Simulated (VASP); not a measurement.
A run of VASP 6.6.1:

The input INCAR:

```
SYSTEM = Al3GaN4
ALGO = Normal ; EDIFF = 1E-6
ENCUT = 520 ; GGA = PS
ISIF = 2 ; ISMEAR = 0
LASPH = .TRUE. ; LCHARG = .FALSE.
LREAL = Auto ; LWAVE = .FALSE.
NBANDS = 56 ; NELM = 60
PREC = Accurate ; SIGMA = 0.05
```

KPOINTS

```
k-points
0
G
  5 5 3
  0 0 0
```

The input POSCAR:

```
Al3GaN4
1.0
    0.0000000000     -4.4069948432      0.0000000000
    0.0000000000      0.0000000000     -4.4069948432
    8.5139896863      0.0000000000      0.0000000000
Al Ga N
6 2 8
Direct
    0.5000000000      1.0000000000      0.0633564508
    0.5000000000      1.0000000000      0.5809745130
    0.0000000000      0.5000000000      0.0633564508
    0.0000000000      0.5000000000      0.5809745130
    0.5000000000      0.5000000000      0.3221654819
    0.5000000000      0.5000000000      0.8397835441
    0.0000000000      1.0000000000      0.3221654819
    0.0000000000      1.0000000000      0.8397835441
    0.2552922824      0.7447077176      0.1900215854
    0.2552922824      0.7447077176      0.7076396476
    0.7447077176      0.2552922824      0.1900215854
    0.7447077176      0.2552922824      0.7076396476
    0.2552922824      0.2552922824      0.9719274407
    0.2552922824      0.2552922824      0.4543093784
    0.7447077176      0.7447077176      0.9719274407
    0.7447077176      0.7447077176      0.4543093784
```

Potentials or basis: VASP PAW PBE potentials, release 64 (Al, Ga_d, N).

The run is started by

```console
$ cat potpaw_PBE.64/Al/POTCAR potpaw_PBE.64/Ga_d/POTCAR potpaw_PBE.64/N/POTCAR > POTCAR
$ mpirun -np 1 vasp_std > vasp.out
```

Hardware: 1 thread of AMD EPYC 9R45 96-Core Processor (Zen 5), on a shared host.

Question: How long does it take, and how much memory?

Answer: Run time: 3.6 min on 1 thread of AMD EPYC 9R45 96-Core Processor (Zen 5), with other jobs on the host, peak memory 0.3 GiB. Counts: scf iterations 15, k points 18.
